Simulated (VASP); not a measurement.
Input of a VASP 6.6.1 run:

Contents of POSCAR:

```
Ti
1.0
    2.9500000000      0.0000000000      0.0000000000
   -1.4750000000      2.5547749412      0.0000000000
    0.0000000000      0.0000000000      4.6800000000
Ti
2
Direct
    0.6666666667      0.3333333333      0.7500000000
    0.3333333333      0.6666666667      0.2500000000
```

File INCAR.step1:

```
ALGO = Normal
EDIFF = 1E-5
ENCUT = 520
GGA = PE
ISIF = 2
ISMEAR = -1
LASPH = True
LCHARG = False
LREAL = False
LWAVE = True
NBANDS = 19
NELM = 100
PREC = Accurate
SIGMA = 0.01
```

File INCAR.step2:

```
ALGO = Normal
EDIFF = 1E-6
ENCUT = 520
GGA = PE
HFSCREEN = 0.2079
ISIF = 2
ISMEAR = -1
ISTART = 1
LASPH = True
LCHARG = False
LHFCALC = True
LREAL = False
LWAVE = False
NBANDS = 19
NELM = 100
PREC = Accurate
PRECFOCK = Normal
SIGMA = 0.01
```

The input KPOINTS:

```
k-points
0
Gamma
  7 7 4
```

Potentials or basis: VASP PAW PBE potentials, release 64 (Ti_sv).

Run with:

```console
$ cat potpaw_PBE.64/Ti_sv/POTCAR > POTCAR
$ cp INCAR.step1 INCAR
$ mpirun -np 1 vasp_std > vasp.out
$ cp INCAR.step2 INCAR
$ mpirun -np 1 vasp_std > vasp.out
```

Question: Predict the pressure.

Answer: -3.7 GPa.

Question: What does it give for the band gap on the k mesh?

Answer: Zero (bands 12 and 13 overlap by 1.63 eV).

Stress tensor (GPa, compression positive):
```
-4.23  0.00  0.00
 0.00 -4.23  0.00
 0.00  0.00 -2.67
```

Caveat: the cell stands under tension; the PAW data sets were made with another functional, which shifts forces and pressure a little.
